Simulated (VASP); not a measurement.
Fe: single point with r2SCAN

Fe:

```xyz
2
Lattice="-2.2267 2.2267 1.2147 2.2267 -2.2267 1.2147 2.2267 2.2267 -1.2147" Properties=species:S:1:pos:R:3 pbc="T T T"
Fe    0.0000    0.0000    0.0000
Fe    0.0000    2.2267    0.6074
```

```yaml
Program: VASP 6.6.1
Task: single point
Functional: r2SCAN
Potentials_or_basis: VASP PAW PBE potentials, release 64 (Fe)
Cutoff: 520 eV
k_mesh: 8 × 8 × 8
Occupations: gaussian, width 0.1 eV
Spin: collinear spin, ferromagnetic start
Starting_moments: "[4.0, 4.0] μB"
Dipole_correction: no
Further_INCAR_settings: ALGO = Normal; EDIFF = 1e-07; NBANDS = 19
```

| Item | Value |
| --- | --- |
| Pressure | 14.2 GPa |
| Net moment | 5.52 μB per cell |
| Site moments | Fe +2.79 μB |
| Valence electrons inside the program's atomic spheres | Fe 7.29 |

Stress tensor (GPa, compression positive):
```
16.54  0.00  0.00
 0.00 16.54  0.00
 0.00  0.00  9.49
```

Levels at points of the mesh, in eV from the Fermi level:
Spin up:
```tsv
k point	band 8	band 9	band 10	band 11	band 12	band 13	band 14	band 15
(0.00, 0.00, 0.00)	-2.11	-2.11	-1.27	0.05	6.38	6.38	12.48	14.34
(0.50, 0.00, 0.00)	-1.81	-1.06	-0.87	1.18	4.69	8.08	8.45	12.43
(0.50, 0.50, 0.00)	-2.29	-1.58	-1.58	-1.24	-1.24	12.69	12.69	15.17
(0.50, 0.50, 0.50)	-2.02	-1.96	-1.96	-1.08	-1.08	4.93	4.93	20.08
```
Spin down:
| k point | band 2 | band 3 | band 4 | band 5 | band 6 | band 7 | band 8 | band 9 |
| --- | --- | --- | --- | --- | --- | --- | --- | --- |
| (0.00, 0.00, 0.00) | -3.15 | -2.24 | -1.70 | -1.00 | 2.26 | 2.26 | 2.30 | 2.30 |
| (0.50, 0.00, 0.00) | -2.56 | -2.01 | -1.42 | -0.27 | 0.93 | 1.20 | 2.39 | 2.42 |
| (0.50, 0.50, 0.00) | -5.19 | -1.48 | -1.48 | -0.77 | -0.77 | 1.83 | 1.83 | 2.78 |
| (0.50, 0.50, 0.50) | -3.59 | -1.48 | -1.48 | -1.10 | -1.10 | 2.11 | 2.11 | 2.50 |

Wall time 7.2 min on 1 thread of Intel Xeon 8259CL, on a shared host, peak memory 0.21 GiB.

Caveat: the k points lie up to 0.37 Å⁻¹ apart; the PAW data sets were made with another functional, which shifts forces and pressure a little.
